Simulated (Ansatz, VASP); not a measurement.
**One calculation of InSb, two programs**

```xyz
2
Lattice="0.0000 3.3188 3.3188 3.3188 0.0000 3.3188 3.3188 3.3188 0.0000" Properties=species:S:1:pos:R:3 pbc="T T T"
In    0.0000    0.0000    0.0000
Sb    1.6594    1.6594    1.6594
```

Alike in both runs: task single point; functional PBE; k mesh 9 × 9 × 9; occupations fermi-dirac, width 0.15 eV; no spin polarisation.

|  | VASP | Ansatz |
| --- | --- | --- |
| version | VASP 6.6.1 | Ansatz 0.2.0 |
| potentials or method | VASP PAW PBE potentials, release 64 (In_d, Sb), cutoff 520 eV | all-electron LAPW, scalar-relativistic |

|  | VASP | Ansatz | Ansatz less VASP |
| --- | --- | --- | --- |
| pressure (GPa) | 0.0 | 0.0 | +0.03 |

Ansatz ran all-electron here, and VASP with PAW potentials.

Spin-orbit coupling is off throughout.
